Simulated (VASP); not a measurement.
# Ge (P6_3/mmc) in VASP: further runs, part 2 of 2

VASP 6.6.1. The steps go on from the part before.

## 3. Single point, PBEsol

This run uses another cell than the first one, of 18.40 Å³/atom, 0.985 times its volume.

Input file INCAR:

```
SYSTEM = Ge
PREC = Accurate
ENCUT = 500
EDIFF = 1E-6
ISMEAR = -1
SIGMA = 0.02
LREAL = .FALSE.
LASPH = .TRUE.
NELM = 120
ALGO = Normal
ISIF = 2
LWAVE = .FALSE.
LCHARG = .TRUE.
GGA = PS
LELF = .TRUE.
LVHAR = .TRUE.
NBANDS = 21
GGA_COMPAT = .FALSE.
```

Input file KPOINTS:

```
Automatic mesh
0
G
  7 7 4
  0 0 0
```

Input file POSCAR:

```
Ge
1.0
    3.0063965121      0.0000000000      0.0000000000
   -1.5031982561      2.6036157533      0.0000000000
    0.0000000000      0.0000000000      4.7005005579
Ge
2
Direct
    0.3333333333      0.6666666667      0.2500000000
    0.6666666667      0.3333333333      0.7500000000
```

Potentials or basis: VASP PAW PBE potentials, release 64 (Ge_d).

On the command line:

```sh
$ cat potpaw_PBE.64/Ge_d/POTCAR > POTCAR
$ mpirun -np 1 vasp_std > vasp.out
```

OUTCAR:

```text
SYSTEM = Ge
   PREC = Accurate
   ENCUT = 500
   EDIFF = 1E-6
   ISMEAR = -1
   LREAL = .FALSE.
   LASPH = .TRUE.
   NELM = 120
   ISIF = 2
   GGA = PS

 ion  position               nearest neighbor table
   1  0.333  0.667  0.250-
   2  0.667  0.333  0.750-

  LATTYP: Found a hexagonal cell.
 ALAT       =     3.0063965121
 C/A-ratio  =     1.5634998707

  Lattice vectors:

 A1 = (   3.0063965121,   0.0000000000,   0.0000000000)
 A2 = (  -1.5031982561,   2.6036157533,   0.0000000000)
 A3 = (   0.0000000000,   0.0000000000,   4.7005005579)

Analysis of symmetry for initial positions (statically):
=====================================================================
 Subroutine PRICEL returns:
 Original cell was already a primitive cell.

 Routine SETGRP: Setting up the symmetry group for a
 hexagonal supercell.

 Subroutine GETGRP returns: Found 24 space group operations
 (whereof 12 operations were pure point group operations)
 out of a pool of 24 trial point group operations.

The static configuration has the point symmetry D_3d.
 The point group associated with its full space group is D_6h.

Analysis of symmetry for dynamics (positions and initial velocities):
=====================================================================
 Subroutine PRICEL returns:
 Original cell was already a primitive cell.

 Routine SETGRP: Setting up the symmetry group for a
 hexagonal supercell.

 Subroutine GETGRP returns: Found 24 space group operations
 (whereof 12 operations were pure point group operations)
 out of a pool of 24 trial point group operations.

The dynamic configuration has the point symmetry D_3d.
[... 106 lines left out ...]
   ISYM   =      2    0-nonsym 1-usesym 2-fastsym
   POTIM  = 0.5000    time-step for ionic-motion
   TEBEG  =    0.0;   TEEND  =   0.0 temperature during run
   PSTRESS=    0.0 pullay stress
   NELECT =      28.0000    total number of electrons
   NUPDOWN=      -1.0000    fix difference up-down
   EMIN   =  10.00;   EMAX   =-10.00  energy-range for DOS
   EFERMI =   0.00;   METHOD = LEGACY
   ISMEAR =    -1;   SIGMA  =   0.02  broadening in eV -4-tet -1-fermi 0-gaus
   EFERMI_NEDOS =   21; number of points for ismear=-14 and -15
   IALGO  =     38    algorithm
   IMIX   =      4    mixing-type and parameters
     AMIX     =   0.40;   BMIX     =  1.00
     AMIX_MAG =   1.60;   BMIX_MAG =  1.00
  volume/ion in A,a.u.               =      18.40       124.15
  Fermi-wavevector in a.u.,A,eV,Ry     =   1.494646  2.824472 30.394973  2.233967
  Thomas-Fermi vector in A             =   2.606892
   LORBIT       =      0    0 simple, 1 ext, 2 COOP (PROOUT), +10 PAW based schemes
   GGA     = PS    functional components
   LHFCALC =     F    Hartree Fock is set to
   AEXX    =    0.0000 exact exchange contribution
   IVDW    =     0    specifies the selected vdW correction
   LEPSILON=     F    determine dielectric tensor
   LRPA    =     F    only Hartree local field effects (RPA)
 non-spin polarized calculation
  energy-cutoff  :      500.00
  volume of cell :       36.79
 maximum number of plane-waves:       955
 NGX is ok and might be reduce to    24
   NGX = 11   NGY = 11   NGZ = 17

 number of electron      28.0000025 magnetization

 Free energy of the ion-electron system (eV)
  ---------------------------------------------------
  ext. energy  EPLUGINS =         0.00000000
  ---------------------------------------------------
  free energy    TOTEN  =        -9.28757521 eV

  energy without entropy =       -9.28656499  energy(sigma->0) =       -9.28707010

 E-fermi :   6.8094     XC(G=0): -11.5621

 val. band max:        6.7864852507   @ k =   0.4286   0.0000   0.0000
 cond. band min:       6.8595151804   @ k =   0.4286   0.1429   0.0000
 fundamental gap:      0.0730299298
 Fermi energy:         6.8093692068

 k-point     1 :       0.0000    0.0000    0.0000
  band No.  band energies     occupation
      1     -17.7112      2.00000
      2     -17.7041      2.00000
      3     -17.7041      2.00000
      4     -17.6955      2.00000
      5     -17.6949      2.00000
      6     -17.6949      2.00000
[... 565 lines left out ...]
     20      18.3190      0.00000
     21      19.7988      0.00000

------------------------ aborting loop because EDIFF is reached ----------------------------------------

  FORCE on cell =-STRESS in cart. coord.  units (eV):
  Direction    XX          YY          ZZ          XY          YZ          ZX
  --------------------------------------------------------------------------------------
  -------------------------------------------------------------------------------------
  Total        0.2584981      0.2584981      0.2074921     -0.0000000      0.0000000      0.0000000
  in kB       11.2564292     11.2564292      9.0353502     -0.0000000      0.0000000      0.0000000
  external PRESSURE =      10.5160695 kB  Pullay stress =       0.0000000 kB

 VOLUME and BASIS-vectors are now :
 -----------------------------------------------------------------------------
  energy-cutoff  :      500.00
  volume of cell :       36.79
      direct lattice vectors                 reciprocal lattice vectors
     3.006396512  0.000000000  0.000000000     0.332624122  0.192040626  0.000000000
    -1.503198256  2.603615753  0.000000000     0.000000000  0.384081253  0.000000000
     0.000000000  0.000000000  4.700500558     0.000000000  0.000000000  0.212743300

 POSITION                                       TOTAL-FORCE (eV/Angst)
 -----------------------------------------------------------------------------------
     -0.00000      1.73574      1.17513        -0.000000      0.000000      0.000000
      1.50320      0.86787      3.52538         0.000000     -0.000000      0.000000
 -----------------------------------------------------------------------------------
    total drift:                                0.000000     -0.000000      0.000000

  FREE ENERGIE OF THE ION-ELECTRON SYSTEM (eV)
  ---------------------------------------------------
  free  energy   TOTEN  =        -9.2875752068 eV

  energy  without entropy=       -9.2865649931  energy(sigma->0) =       -9.28707010
```

OSZICAR:

```text
N       E                     dE             d eps       ncg     rms          rms(c)
DAV:   1     0.176219880149E+03    0.17622E+03   -0.13966E+04  1145   0.374E+03
DAV:   2     0.144769776259E+02   -0.16174E+03   -0.15669E+03  1008   0.591E+02
DAV:   3    -0.865473460710E+01   -0.23132E+02   -0.22921E+02  1126   0.131E+02
DAV:   4    -0.931902476570E+01   -0.66429E+00   -0.66385E+00  1166   0.257E+01
DAV:   5    -0.932893593063E+01   -0.99112E-02   -0.99109E-02  1126   0.349E+00    0.168E+00
DAV:   6    -0.929902484751E+01    0.29911E-01   -0.30930E-02  1375   0.291E+00    0.887E-01
DAV:   7    -0.928808850356E+01    0.10936E-01   -0.15230E-02  1375   0.168E+00    0.104E-01
DAV:   8    -0.928756613568E+01    0.52237E-03   -0.13426E-03  1192   0.656E-01    0.285E-02
DAV:   9    -0.928757335527E+01   -0.72196E-05   -0.28979E-05  1121   0.609E-02    0.856E-03
DAV:  10    -0.928757537253E+01   -0.20173E-05   -0.14642E-06   919   0.141E-02    0.463E-04
DAV:  11    -0.928757520678E+01    0.16575E-06   -0.25083E-07   654   0.863E-03
   1 F= -.92875752E+01 E0= -.92870701E+01  d E =-.101021E-02
```

Run time: 10 s. Hardware: 1 thread of Intel Xeon 6975P-C, shared host; peak memory 0.15 GiB.

What came out:

```yaml
Free_energy: -9.2876 eV
Pressure: 1.1 GPa
Band_gap_on_the_k_mesh: zero (band 14 reaches 13.60 eV, above the bottom of band 15 at 5.26 eV)
```

Levels at points of the mesh, in eV from the Fermi level:
| k point | band 12 | band 13 | band 14 | band 15 | band 16 | band 17 |
| --- | --- | --- | --- | --- | --- | --- |
| (0.00, 0.00, 0.00) | -7.28 | -5.42 | 6.46 | 6.46 | 8.58 | 8.58 |
| (0.00, 0.00, 0.50) | -11.58 | 2.11 | 2.11 | 7.62 | 7.62 | 7.62 |

Caveat: the PAW data sets were made with another functional, which shifts forces and pressure a little.
